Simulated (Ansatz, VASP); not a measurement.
## Two plane-wave programs on C

```
C
1.0
     2.46567    0.00000    0.00000
    -1.23284    2.13534    0.00000
     0.00000    0.00000   20.00004
C
2
Direct
  0.66667 0.33333 0.50000
  0.33333 0.66667 0.50000
```

Alike in both runs: task single point; functional PBE; dispersion D3(BJ); k mesh 48 × 48 × 1; occupations gaussian, width 0.05 eV; no spin polarisation.

|  | VASP | Ansatz |
| --- | --- | --- |
| version | VASP 6.6.1 | Ansatz 0.2.0 |
| potentials or method | VASP PAW PBE potentials, release 64 (C), cutoff 520 eV | scalar-relativistic, plane waves, PAW |
| valence electrons in the cell | 8 | 8 |

|  | VASP | Ansatz | Ansatz less VASP |
| --- | --- | --- | --- |
| gap on the k mesh at the Fermi level (eV) | none | none | - |
| work function, face that differs most (eV) | 4.24 | 4.24 | 0.000 |

A gap of «none» marks a metal or a gap that the smearing closes. Ansatz's warnings: xc potential rough in thin density.
